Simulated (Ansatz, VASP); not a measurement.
## Ti5WC6: VASP beside Ansatz

```
Ti W C
1.0
     3.06706    0.00000    0.00000
    -1.53353    2.65616    0.00000
     0.00000    0.00000   15.04803
Ti W C
5 1 6
Direct
  0.66667 0.33333 0.66973
  0.33333 0.66667 0.33027
  0.66667 0.33333 0.16449
  0.00000 0.00000 0.00000
  0.33333 0.66667 0.83551
  0.00000 0.00000 0.50000
  0.33333 0.66667 0.58366
  0.66667 0.33333 0.41634
  0.00000 0.00000 0.24994
  0.33333 0.66667 0.08327
  0.66667 0.33333 0.91673
  0.00000 0.00000 0.75006
```

Alike in both runs: functional PBE; k mesh 6 × 6 × 1; occupations gaussian, width 0.1 eV; no spin polarisation.

Ansatz relaxed the structure, and its values are those at the end. VASP's run is a single point on that final structure, the one shown.

|  | VASP | Ansatz |
| --- | --- | --- |
| version | VASP 6.6.1 | Ansatz 0.2.0 |
| potentials or method | VASP PAW PBE potentials, release 64 (Ti_sv, W_sv, C), cutoff 520 eV | scalar-relativistic, plane waves, PAW |
| valence electrons in the cell | 98 | 98 |

```csv
,VASP,Ansatz,Ansatz less VASP
gap on the k mesh at the Fermi level (eV),none,none,-
pressure (GPa),0.2,-0.2,-0.34
rms of the force components (eV/Å),0.006,0.007,+0.0007
```

A gap of «none» marks a metal or a gap that the smearing closes.

The k mesh is coarse, so the values compare programs but aren't converged. Neither program's run includes spin-orbit coupling.
